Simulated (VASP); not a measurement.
Rh:

```
CELL_PARAMETERS angstrom
0.00000 1.90559 1.90559
1.90559 0.00000 1.90559
1.90559 1.90559 0.00000
ATOMIC_POSITIONS crystal
Rh 0.00000 0.00000 0.00000
```

- Program: VASP 6.6.1
- Task: relaxation of cell and atoms
- Functional: PBE
- Potentials or basis: VASP PAW PBE potentials, release 64 (Rh_pv)
- Cutoff: 600 eV
- k mesh: 18 × 18 × 18
- Occupations: gaussian, width 0.1 eV
- Spin: no spin polarisation

At the start: pressure 3.8 GPa; volume 13.84 Å³/atom.

Problem. How do energy, volume and symmetry change on relaxing?

Solution. Over 3 steps the energy falls by 2.3 meV/atom and the volume is 14.04 Å³/atom (+1.5 %); space group Fm-3m (No. 225, to 0.05 Å).

The path:
```
step  energy change (eV)  largest force (eV/Å)  pressure (GPa)  volume (Å³)
   1              0.0000                0.0000            3.84        13.84
   2              0.0098                0.0000           -7.87        14.51
   3             -0.0023                0.0000           -0.03        14.04
```

Final structure:
```cif
data_structure
_symmetry_space_group_name_H-M 'P 1'
_symmetry_Int_Tables_number 1
_cell_length_a 2.7079
_cell_length_b 2.7079
_cell_length_c 2.7079
_cell_angle_alpha 60.000
_cell_angle_beta 60.000
_cell_angle_gamma 60.000
_cell_volume 14.04
loop_
_atom_site_label
_atom_site_type_symbol
_atom_site_fract_x
_atom_site_fract_y
_atom_site_fract_z
_atom_site_occupancy
Rh1 Rh 0.00000 0.00000 0.00000 1
```
